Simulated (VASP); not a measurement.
Wanted: the native input for a VASP 6.6.1 run.

| Property | Result |
| --- | --- |
| Task | electric field gradients |
| Functional | PBE |
| Potentials or basis | VASP PAW PBE potentials, release 64 (Si, C) |
| Cutoff | 520 eV |
| k mesh | 10 × 10 × 2 |
| Occupations | fermi-dirac, width 0.02 eV |
| Spin | no spin polarisation |
| Dipole correction | no |
| Further INCAR settings | ALGO = Normal; EDIFF = 1e-08; NBANDS = 36 |

The structure of SiC lies in POSCAR:

```
SiC
1.0
    1.5389000000     -2.6675000000      0.0000000000
    1.5389000000      2.6675000000      0.0000000000
    0.0000000000      0.0000000000     15.1219000000
Si C
6 6
Direct
    0.1673000000      0.8327000000      0.8580000000
    0.8327000000      0.1673000000      0.3580000000
    0.5007000000      0.4993000000      0.5241000000
    0.4993000000      0.5007000000      0.0241000000
    0.8357000000      0.1643000000      0.6912400000
    0.1643000000      0.8357000000      0.1912400000
    0.4960000000      0.5040000000      0.6503000000
    0.5040000000      0.4960000000      0.1503000000
    0.1600000000      0.8400000000      0.9817000000
    0.8400000000      0.1600000000      0.4817000000
    0.8290000000      0.1710000000      0.8168000000
    0.1710000000      0.8290000000      0.3168000000
```

These files were run (other wordings do the same):

INCAR

```
ALGO = Normal
EDIFF = 1E-8
ENCUT = 520
GGA = PE
ISIF = 2
ISMEAR = -1
LASPH = T
LCHARG = F
LEFG = T
LREAL = F
LWAVE = F
NBANDS = 36
NELM = 80
PREC = Accurate
SIGMA = 0.02
```

KPOINTS

```
k-points
0
Gamma
  10 10 2
```

Potentials or basis: VASP PAW PBE potentials, release 64 (Si, C).

Launch:

```console
$ cat potpaw_PBE.64/Si/POTCAR potpaw_PBE.64/C/POTCAR > POTCAR
$ mpirun -np 1 vasp_std > vasp.out
```

It gave:

| Item | Value |
| --- | --- |
| Pressure | 3.3 GPa |
| Largest force | 0.726 eV/Å |
| Band gap on the k mesh | 1.88 eV (least direct gap 3.12 eV) |
| Largest electric field gradient by atom | Si +8.0, +7.6, +10.3 (each value once); C +3.2, +1.5, +0.9 (each value once) V/Å² |

Caveat: the cell stands under pressure; without QUAD_EFG the Cq values of the log hold for a quadrupole moment of 1 mb, not for the nuclei.

Wall time 5.3 min on 1 thread of Intel(R) Xeon(R) Platinum 8259CL CPU @ 2.50GHz (Skylake/Cascade Lake), on a shared host, peak memory 0.36 GiB.
